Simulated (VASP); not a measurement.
Here is a VASP 6.6.1 calculation.

The input POSCAR:

```
PtS2
1.0
    3.5526415781      0.0000000000      0.0000000000
   -1.7763207890      3.0766778572      0.0000000000
    0.0000000000      0.0000000000      5.0202568409
Pt S
1 2
Direct
    0.0000000000      0.0000000000      0.0000000000
    0.3333333333      0.6666666667      0.2435719039
    0.6666666667      0.3333333333      0.7564280961
```

The input INCAR.step1:

```
PREC = Accurate
ENCUT = 520
ISMEAR = 0
SIGMA = 0.01
LREAL = F
LASPH = T
NELM = 80
NBANDS = 18
GGA = PE
ALGO = Normal
EDIFF = 1E-4
LWAVE = T
LCHARG = F
```

INCAR.step2

```
PREC = Accurate
ENCUT = 520
EDIFF = 1E-6
ISMEAR = 0
SIGMA = 0.01
LREAL = F
LASPH = T
NELM = 80
ALGO = Normal
ISIF = 2
LWAVE = F
LCHARG = F
METAGGA = R2SCAN
LMIXTAU = T
NBANDS = 18
ISTART = 1
```

Contents of KPOINTS:

```
regular mesh
0
Gamma
  12 12 6
```

Potentials or basis: VASP PAW PBE potentials, release 64 (Pt, S).

Run with:

```sh
$ cat potpaw_PBE.64/Pt/POTCAR potpaw_PBE.64/S/POTCAR > POTCAR
$ cp INCAR.step1 INCAR
$ mpirun -np 1 vasp_std > vasp.out
$ cp INCAR.step2 INCAR
$ mpirun -np 1 vasp_std > vasp.out
```

**Question.** What does it give for the pressure?

**Answer.** 1.8 GPa.

**Question.** Predict the band gap on the k mesh.

**Answer.** 0.75 eV (least direct gap 1.10 eV).

Forces on the atoms (eV/Å):
```
Pt   0.000  0.000  0.000
S    0.000  0.000 -0.050
S    0.000  0.000  0.050
```

Caveat: the cell differs from its parent crystal (uniaxial z strain -2.0%); the PAW data sets were made with another functional, which shifts forces and pressure a little; spin-orbit coupling is left out, which moves the levels of the heavy elements. A k mesh can miss the band edges.
